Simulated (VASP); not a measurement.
A run of VASP 6.6.1 is set up as follows.

The input POSCAR:

```
Al2O3
1.0
    2.7509947590      0.0000000000      0.0000000000
   -1.3754973795      2.3824313469      0.0000000000
    0.0000000000      0.0000000000      6.4387513343
Al O
2 3
Direct
    0.0000000000      0.0000000000      0.7934491268
    0.0000000000      0.0000000000      0.2065508732
    0.3333333333      0.6666666667      0.6882641547
    0.6666666667      0.3333333333      0.0000000000
    0.3333333333      0.6666666667      0.3117358453
```

INCAR.step1

```
ALGO     = Normal         # electronic algorithm
EDIFF    = 1E-4           # SCF threshold, eV
ENCUT    = 520            # plane-wave cutoff, eV
GGA      = PE             # functional
ISMEAR   = -1             # smearing method
LASPH    = T              # aspherical terms in the spheres
LCHARG   = F              # write CHGCAR
LREAL    = F              # projectors in reciprocal space
LWAVE    = T              # write WAVECAR
NBANDS   = 20             # bands
NELM     = 100            # most SCF steps
PREC     = Accurate       # precision mode
SIGMA    = 0.05           # smearing width, eV
```

The input INCAR.step2:

```
ALGO     = Normal         # electronic algorithm
EDIFF    = 1E-7           # SCF threshold, eV
ENCUT    = 520            # plane-wave cutoff, eV
ISIF     = 2              # what is computed and relaxed
ISMEAR   = -1             # smearing method
ISTART   = 1            
LASPH    = T              # aspherical terms in the spheres
LCHARG   = F              # write CHGCAR
LMIXTAU  = T            
LREAL    = F              # projectors in reciprocal space
LWAVE    = F              # write WAVECAR
METAGGA  = R2SCAN         # meta-GGA
NBANDS   = 20             # bands
NELM     = 100            # most SCF steps
PREC     = Accurate       # precision mode
SIGMA    = 0.05           # smearing width, eV
```

Contents of KPOINTS:

```
k-points
0
Gamma
  11 11 3
```

Potentials or basis: VASP PAW PBE potentials, release 64 (Al, O).

Launch:

```sh
$ cat potpaw_PBE.64/Al/POTCAR potpaw_PBE.64/O/POTCAR > POTCAR
$ cp INCAR.step1 INCAR
$ mpirun -np 1 vasp_std > vasp.out
$ cp INCAR.step2 INCAR
$ mpirun -np 1 vasp_std > vasp.out
```

(1) Estimate the largest force.

(2) What does it give for the band gap on the k mesh?

(3) Estimate the pressure.

## Answers

(1) 0.018 eV/Å.

(2) 5.90 eV (least direct gap 5.96 eV).

(3) 30.2 GPa.

Caveat: the cell stands under pressure; the PAW data sets were made with another functional, which shifts forces and pressure a little.
